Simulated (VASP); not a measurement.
V, 2 atoms in the cell. Symmetry: Fd-3m, No. 227, cubic system. The conventional cell has a = 4.955 Å, b = 4.955 Å, c = 4.955 Å, α = 90.00°, β = 90.00°, γ = 90.00°. V (site symmetry -43m) has 4 V at 2.15 Å within 2.8 Å.  This cell differs from its parent crystal: volume scaled by 0.92.

- Program: VASP 6.6.1
- Task: single point
- Functional: LDA
- Potentials or basis: VASP PAW LDA potentials, release 64 (V_sv)
- Cutoff: 520 eV
- k mesh: 13 × 13 × 13
- Occupations: fermi-dirac, width 0.05 eV
- Spin: no spin polarisation
- Dipole correction: no
- Further INCAR settings: ALGO = Normal; EDIFF = 1e-06; NBANDS = 20

Potentials or basis: VASP PAW LDA potentials, release 64 (V_sv).

Run with:

```sh
$ cat potpaw_LDA.64/V_sv/POTCAR > POTCAR
$ mpirun -np 1 vasp_std > vasp.out
```

Hardware: 1 thread of Intel(R) Xeon(R) Platinum 8259CL CPU @ 2.50GHz (Skylake/Cascade Lake), on a shared host.

How long does it take, and how much memory?

Run time: 36 s on 1 thread of Intel(R) Xeon(R) Platinum 8259CL CPU @ 2.50GHz (Skylake/Cascade Lake) (shared host), peak memory 0.16 GiB. Counts: scf iterations 11, k points 84.
